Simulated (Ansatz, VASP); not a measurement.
## Two plane-wave programs on Ta

```
Ta
1.0
    -1.65943    1.65943    1.65943
     1.65943   -1.65943    1.65943
     1.65943    1.65943   -1.65943
Ta
1
Direct
  0.00000 0.00000 0.00000
```

Alike in both runs: functional PBE; k mesh 24 × 24 × 24; occupations gaussian, width 0.1 eV; no spin polarisation.

Ansatz relaxed the structure, and its values are those at the end. VASP's run is a single point on that final structure, the one shown.

|  | VASP | Ansatz |
| --- | --- | --- |
| version | VASP 6.6.1 | Ansatz 0.2.0 |
| potentials or method | VASP PAW PBE potentials, release 64 (Ta_pv), cutoff 520 eV | scalar-relativistic, plane waves, PAW |
| valence electrons in the cell | 11 | 13 |

```csv
,VASP,Ansatz,Ansatz less VASP
gap on the k mesh at the Fermi level (eV),none,none,-
pressure (GPa),0.1,0.0,-0.09
```

A gap of «none» marks a metal or a gap that the smearing closes. VASP's potentials hold 11 valence electrons a cell and Ansatz's 13, so a difference there can come from the potentials and not from the codes.

Neither program's run includes spin-orbit coupling.
